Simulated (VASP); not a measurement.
# GaAs (rocksalt type): relaxation of cell and atoms with PBE

Crystal: GaAs (rocksalt type).

```xyz
2
Lattice="0.0000 2.5094 2.5094 2.5094 0.0000 2.5094 2.5094 2.5094 0.0000" Properties=species:S:1:pos:R:3 pbc="T T T"
Ga    0.0000    0.0000    0.0000
As    2.5094    2.5094    2.5094
```

| Item | Value |
| --- | --- |
| Program | VASP 6.6.1 |
| Task | relaxation of cell and atoms |
| Functional | PBE |
| Potentials or basis | VASP PAW PBE potentials, release 64 (Ga_d, As) |
| Cutoff | 600 eV |
| k mesh | 15 × 15 × 15 |
| Occupations | fermi-dirac, width 0.08 eV |
| Spin | no spin polarisation |
| Dipole correction | no |
| Further INCAR settings | ALGO = Normal; EDIFF = 1e-06; IBRION = 2; EDIFFG = -0.005; NSW = 60; ISIF = 3 |

- Relaxed volume: 19.65 Å³/atom
- Relaxed cell: a = 3.816 Å, b = 3.816 Å, c = 3.816 Å, α = 60.00°, β = 60.00°, γ = 60.00°
- Space group after relaxing (to 0.05 Å): Fm-3m (No. 225)
- Energy gained by relaxing: 251.3 meV/atom
- Ionic steps: 5
- Pressure after relaxing: 0.0 GPa
- Band gap on the k mesh: zero (band 9 reaches 5.79 eV, above the bottom of band 10 at 2.71 eV)

Step by step:
| step | energy change (eV) | largest force (eV/Å) | pressure (GPa) | volume (Å³) |
| --- | --- | --- | --- | --- |
| 1 | 0.0000 | 0.0000 | 25.74 | 31.60 |
| 2 | -0.3752 | 0.0000 | -6.62 | 44.70 |
| 3 | -0.5025 | 0.0000 | 0.11 | 39.24 |
| 4 | -0.5025 | 0.0000 | -0.15 | 39.41 |
| 5 | -0.5025 | 0.0000 | -0.01 | 39.31 |

Final structure:
```yaml
crystal:
  lattice:
    - [0.00000, 2.69867, 2.69867]
    - [2.69867, 0.00000, 2.69867]
    - [2.69867, 2.69867, 0.00000]
  atoms:
    - { symbol: Ga, position: [0.00000, 0.00000, 0.00000] }
    - { symbol: As, position: [0.50000, 0.50000, 0.50000] }
```

Levels at points of the mesh, in eV from the Fermi level:
```
           k point  band 6  band 7  band 8  band 9  band 10  band 11  band 12  band 13
(0.00, 0.00, 0.00)  -13.05   -0.15    0.05    0.05     0.05     7.32     7.32     7.32
```

Run time: 2 min on 1 thread of Intel(R) Xeon(R) Platinum 8488C (Sapphire Rapids) (shared host), peak memory 0.21 GiB.

Caveat: the volume moved by over 15 % at a fixed basis, so the end points are rough.
